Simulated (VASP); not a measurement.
# Zr (P6/mmm) in VASP: notebook

Zr is run at these levels: PBE; tasks: relaxation of cell and atoms.

Everything below comes from runs of VASP 6.6.1. Logs are shortened: lines on timing, memory, paths and dates and some standing lists are left out, and cuts for length are marked.

## 1. The cell of the first run

Symmetry: P6/mmm, No. 191, hexagonal system. The conventional cell has a = 4.742 Å, b = 4.742 Å, c = 2.940 Å, α = 90.00°, β = 90.00°, γ = 120.00°. Within 3.9 Å of Zr (site symmetry 6/mmm) lie 14 Zr at 2.94 to 3.11 Å. Zr (site symmetry -6m2) has 11 Zr at 2.74 to 3.11 Å within 3.6 Å.

## 2. Relaxation of cell and atoms, PBE, target pressure 26 GPa, at which the enthalpy is minimised

Contents of INCAR:

```
SYSTEM = Zr
PREC = Accurate ; ENCUT = 600
EDIFF = 1E-6 ; ISMEAR = -1
SIGMA = 0.08 ; LREAL = .False.
LASPH = .True. ; NELM = 80
ALGO = Normal ; ISIF = 3
LWAVE = .False. ; LCHARG = .False.
GGA = PE ; IBRION = 2
NSW = 60 ; EDIFFG = -0.005
PSTRESS = 260.0
```

Contents of KPOINTS:

```
regular mesh
0
Gamma
  8 8 11
  0 0 0
```

Contents of POSCAR:

```
Zr
1.0
    4.7421871834      0.0000000000      0.0000000000
   -2.3710935917      4.1068545703      0.0000000000
    0.0000000000      0.0000000000      2.9401560537
Zr
3
Direct
    0.0000000000      0.0000000000      0.0000000000
    0.3333333333      0.6666666667      0.5000000000
    0.6666666667      0.3333333333      0.5000000000
```

Potentials or basis: VASP PAW PBE potentials, release 64 (Zr_sv).

Launch:

```sh
$ cat potpaw_PBE.64/Zr_sv/POTCAR > POTCAR
$ mpirun -np 1 vasp_std > vasp.out
```

OUTCAR:

```text
SYSTEM = Zr
   PREC = Accurate
   ENCUT = 600
   EDIFF = 1E-6
   ISMEAR = -1
   LREAL = .False.
   LASPH = .True.
   NELM = 80
   ISIF = 3
   GGA = PE
   IBRION = 2
   NSW = 60
   EDIFFG = -0.005
   PSTRESS = 260.0

 ion  position               nearest neighbor table
   1  0.000  0.000  0.000-   2 3.11   3 3.11   2 3.11   3 3.11   2 3.11   2 3.11   3 3.11   3 3.11
                             3 3.11   3 3.11   2 3.11   2 3.11
   2  0.333  0.667  0.500-   3 2.74   3 2.74   3 2.74   1 3.11   1 3.11   1 3.11   1 3.11   1 3.11
                             1 3.11
   3  0.667  0.333  0.500-   2 2.74   2 2.74   2 2.74   1 3.11   1 3.11   1 3.11   1 3.11   1 3.11
                             1 3.11

  LATTYP: Found a hexagonal cell.
 ALAT       =     4.7421871834
 C/A-ratio  =     0.6200000000

  Lattice vectors:

 A1 = (   4.7421871834,   0.0000000000,   0.0000000000)
 A2 = (  -2.3710935917,   4.1068545703,   0.0000000000)
 A3 = (   0.0000000000,   0.0000000000,   2.9401560537)

Analysis of symmetry for initial positions (statically):
=====================================================================
 Subroutine PRICEL returns:
 Original cell was already a primitive cell.

 Routine SETGRP: Setting up the symmetry group for a
 hexagonal supercell.

 Subroutine GETGRP returns: Found 24 space group operations
 (whereof 24 operations were pure point group operations)
 out of a pool of 24 trial point group operations.

The static configuration has the point symmetry D_6h.

Analysis of symmetry for dynamics (positions and initial velocities):
=====================================================================
 Subroutine PRICEL returns:
 Original cell was already a primitive cell.

 Routine SETGRP: Setting up the symmetry group for a
 hexagonal supercell.

 Subroutine GETGRP returns: Found 24 space group operations
 (whereof 24 operations were pure point group operations)
 out of a pool of 24 trial point group operations.

The dynamic configuration has the point symmetry D_6h.

 Subroutine INISYM returns: Found 24 space group operations
 (whereof 24 operations are pure point group operations),
 and found     1 'primitive' translations

----------------------------------------------------------------------------------------

                                     Primitive cell

  volume of cell :      57.2609

  direct lattice vectors                    reciprocal lattice vectors
[... 89 lines left out ...]
   EDIFF  = 0.1E-05   stopping-criterion for ELM
   LREAL  =      F    real-space projection
   EDIFFG = -.5E-02   stopping-criterion for IOM
   NSW    =     60    number of steps for IOM
   IBRION =      2    ionic relax: 0-MD 1-quasi-New 2-CG
   NFREE  =      1    steps in history (QN), initial steepest desc. (CG)
   ISIF   =      3    stress and relaxation
   ISYM   =      2    0-nonsym 1-usesym 2-fastsym
   POTIM  = 0.5000    time-step for ionic-motion
   TEBEG  =    0.0;   TEEND  =   0.0 temperature during run
   PSTRESS=  260.0 pullay stress
   NELECT =      36.0000    total number of electrons
   NUPDOWN=      -1.0000    fix difference up-down
   EMIN   =  10.00;   EMAX   =-10.00  energy-range for DOS
   EFERMI =   0.00;   METHOD = LEGACY
   ISMEAR =    -1;   SIGMA  =   0.08  broadening in eV -4-tet -1-fermi 0-gaus
   EFERMI_NEDOS =   21; number of points for ismear=-14 and -15
   IALGO  =     38    algorithm
   IMIX   =      4    mixing-type and parameters
     AMIX     =   0.40;   BMIX     =  1.00
     AMIX_MAG =   1.60;   BMIX_MAG =  1.00
  volume/ion in A,a.u.               =      19.09       128.81
  Fermi-wavevector in a.u.,A,eV,Ry     =   1.402457  2.650259 26.761101  1.966885
  Thomas-Fermi vector in A             =   2.525217
   LORBIT       =      0    0 simple, 1 ext, 2 COOP (PROOUT), +10 PAW based schemes
   GGA     = PE    functional components
   LHFCALC =     F    Hartree Fock is set to
   AEXX    =    0.0000 exact exchange contribution
   IVDW    =     0    specifies the selected vdW correction
   LEPSILON=     F    determine dielectric tensor
   LRPA    =     F    only Hartree local field effects (RPA)
 conjugate gradient relaxation of ions
 non-spin polarized calculation
  energy-cutoff  :      600.00
  volume of cell :       57.26
 maximum number of plane-waves:      1956
 NGX is ok and might be reduce to    40
   NGX = 19   NGY = 19   NGZ = 11

--------------------------------------- Ionic step        1  -------------------------------------------

 number of electron      36.0000000 magnetization

 Free energy of the ion-electron system (eV)
  ---------------------------------------------------
  ext. energy  EPLUGINS =         0.00000000
  ---------------------------------------------------
  free energy    TOTEN  =       -24.74995036 eV

  energy without entropy =      -24.69493185  energy(sigma->0) =      -24.72244110

------------------------ aborting loop because EDIFF is reached ----------------------------------------

  FORCE on cell =-STRESS in cart. coord.  units (eV):
  Direction    XX          YY          ZZ          XY          YZ          ZX
  --------------------------------------------------------------------------------------
  -------------------------------------------------------------------------------------
  Total        8.9624733      8.9624733      9.3728899      0.0000000      0.0000000     -0.0000000
  in kB      250.7725870    250.7725870    262.2561600      0.0000000      0.0000000     -0.0000000
  external PRESSURE =      -5.3995553 kB  Pullay stress =     260.0000000 kB
[... 143 lines left out ...]
--------------------------------------- Ionic step        5  -------------------------------------------

 number of electron      36.0000000 magnetization

 Free energy of the ion-electron system (eV)
  ---------------------------------------------------
  ext. energy  EPLUGINS =         0.00000000
  ---------------------------------------------------
  free energy    TOTEN  =       -24.72297808 eV

  energy without entropy =      -24.66861768  energy(sigma->0) =      -24.69579788

 E-fermi :  11.2271     XC(G=0): -12.0324

 val. band max:       11.1893857829   @ k =   0.1250  -0.0000   0.0909
 cond. band min:      11.2595872348   @ k =   0.5000  -0.0000   0.1818
 fundamental gap:      0.0702014519
 Fermi energy:        11.2271055051

 k-point     1 :       0.0000    0.0000    0.0000
  band No.  band energies     occupation
      1     -37.2254      2.00000
      2     -36.9216      2.00000
      3     -36.6347      2.00000
      4     -15.7232      2.00000
      5     -15.7232      2.00000
      6     -15.4858      2.00000
[... 589 lines left out ...]
     21      12.3724      0.00000
     22      13.0292      0.00000

 [... further k-points ...]
[... 5 lines left out ...]
  --------------------------------------------------------------------------------------
  -------------------------------------------------------------------------------------
  Total        9.2643664      9.2643664      9.2619304      0.0000000      0.0000000      0.0000000
  in kB      260.0024877    260.0024877    259.9341214      0.0000000      0.0000000      0.0000000
  external PRESSURE =      -0.0203011 kB  Pullay stress =     260.0000000 kB
[... 22 lines left out ...]
  energy  without entropy=      -24.6686176780  energy(sigma->0) =      -24.69579788

  enthalpy is  TOTEN    =       -15.4587003353 eV   P V=        9.2642777414

 reached required accuracy - stopping structural energy minimisation
```

CONTCAR:

```text
Zr
   1.00000000000000
     4.7292144281613391    0.0000000000000000   -0.0000000000000000
    -2.3646072140806695    4.0956198346973860    0.0000000000000000
    -0.0000000000000000    0.0000000000000000    2.9474073189077656
  Zr
     3
Direct
     0.0000000000000000    0.0000000000000000    0.0000000000000000
     0.3333333332999970    0.6666666667000030    0.5000000000000000
     0.6666666667000030    0.3333333332999970    0.5000000000000000

  0.00000000E+00  0.00000000E+00  0.00000000E+00
  0.00000000E+00  0.00000000E+00  0.00000000E+00
  0.00000000E+00  0.00000000E+00  0.00000000E+00
```

It took 4.3 min on 1 thread of Intel Xeon 6975P-C, shared host; peak memory 0.24 GiB.

What came out:

```
Free energy                                            : -24.7230 eV
Relaxed volume                                         : 19.03 Å³/atom
Relaxed cell                                           : a = 4.729 Å, b = 4.729 Å, c = 2.947 Å, α = 90.00°, β = 90.00°, γ = 120.00°
Space group after relaxing (to 0.05 Å)                 : P6/mmm (No. 191)
Energy change on relaxing (the enthalpy is what falls) : +9.0 meV/atom
Ionic steps                                            : 5
Pressure after relaxing                                : 26.0 GPa
Band gap on the k mesh                                 : zero (band 18 reaches 11.66 eV, above the bottom of band 19 at 10.87 eV)
```

Step by step:
```tsv
step	energy change (eV)	largest force (eV/Å)	pressure (GPa)	volume (Å³)
1	0.0000	0.0000	25.46	57.26
2	0.0867	0.0000	27.15	56.73
3	0.0390	0.0000	26.23	57.02
4	0.0202	0.0000	25.88	57.13
5	0.0270	0.0000	26.00	57.09
```

Final structure:
```yaml
crystal:
  lattice:
    - [4.72921, 0.00000, 0.00000]
    - [-2.36461, 4.09562, 0.00000]
    - [0.00000, 0.00000, 2.94741]
  atoms:
    - { symbol: Zr, position: [0.00000, 0.00000, 0.00000] }
    - { symbol: Zr, position: [0.33333, 0.66667, 0.50000] }
    - { symbol: Zr, position: [0.66667, 0.33333, 0.50000] }
```

Caveat: the cell is relaxed towards a set pressure, so the enthalpy falls and the energy may rise.

## 3. Relaxation of cell and atoms, PBE, target pressure 26 GPa, at which the enthalpy is minimised

This run uses another cell than the first one, of 19.02 Å³/atom, 0.997 times its volume.

Contents of INCAR:

```
PREC = Accurate
ENCUT = 600
EDIFF = 1E-7
ISMEAR = -1
SIGMA = 0.08
LREAL = False
LASPH = True
NELM = 60
ALGO = Normal
ISIF = 3
LWAVE = False
LCHARG = False
GGA = PE
IBRION = 2
NSW = 32
EDIFFG = -0.005
PSTRESS = 260.0
```

Contents of KPOINTS:

```
Automatic mesh
0
Gamma
  8 8 11
```

Contents of POSCAR:

```
Zr
1.0
    4.7282095958      0.0000000000      0.0000000000
   -2.3641047979      4.0947496244      0.0000000000
    0.0000000000      0.0000000000      2.9473623262
Zr
3
Direct
    0.0000000000      0.0000000000      0.0000000000
    0.3333333333      0.6666666667      0.5000000000
    0.6666666667      0.3333333333      0.5000000000
```

Potentials or basis: VASP PAW PBE potentials, release 64 (Zr_sv).

Launch:

```sh
$ cat potpaw_PBE.64/Zr_sv/POTCAR > POTCAR
$ mpirun -np 1 vasp_std > vasp.out
```

Run time: 2 min. Hardware: 1 thread of AMD EPYC 9R45 (Zen 5), shared host; peak memory 0.2 GiB.

It converged, with:

| Property | Result |
| --- | --- |
| Free energy | -24.7230 eV |
| Relaxed volume | 19.03 Å³/atom |
| Relaxed cell | a = 4.729 Å, b = 4.729 Å, c = 2.948 Å, α = 90.00°, β = 90.00°, γ = 120.00° |
| Space group after relaxing (to 0.05 Å) | P6/mmm (No. 191) |
| Energy change on relaxing (the enthalpy is what falls) | -1.4 meV/atom |
| Ionic steps | 3 |
| Pressure after relaxing | 26.0 GPa |
| Band gap on the k mesh | zero (band 18 reaches 11.66 eV, above the bottom of band 19 at 10.87 eV) |

Step by step:
```
step  energy change (eV)  largest force (eV/Å)  pressure (GPa)  volume (Å³)
   1              0.0000                0.0000           26.08        57.06
   2             -0.0127                0.0000           25.84        57.14
   3             -0.0042                0.0000           26.00        57.09
```

Final structure:
```cif
data_structure
_symmetry_space_group_name_H-M 'P 1'
_symmetry_Int_Tables_number 1
_cell_length_a 4.7291
_cell_length_b 4.7291
_cell_length_c 2.9476
_cell_angle_alpha 90.000
_cell_angle_beta 90.000
_cell_angle_gamma 120.000
_cell_volume 57.09
loop_
_atom_site_label
_atom_site_type_symbol
_atom_site_fract_x
_atom_site_fract_y
_atom_site_fract_z
_atom_site_occupancy
Zr1 Zr 0.00000 0.00000 0.00000 1
Zr2 Zr 0.33333 0.66667 0.50000 1
Zr3 Zr 0.66667 0.33333 0.50000 1
```

Levels at points of the mesh, in eV from the Fermi level:
| k point | band 16 | band 17 | band 18 | band 19 | band 20 | band 21 |
| --- | --- | --- | --- | --- | --- | --- |
| (0.00, 0.00, 0.00) | -0.34 | -0.29 | -0.29 | -0.13 | 0.94 | 1.90 |
| (0.50, 0.00, 0.00) | -0.88 | -0.87 | -0.60 | -0.10 | 0.88 | 1.24 |

Caveat: the cell is relaxed towards a set pressure, so the enthalpy falls and the energy may rise.
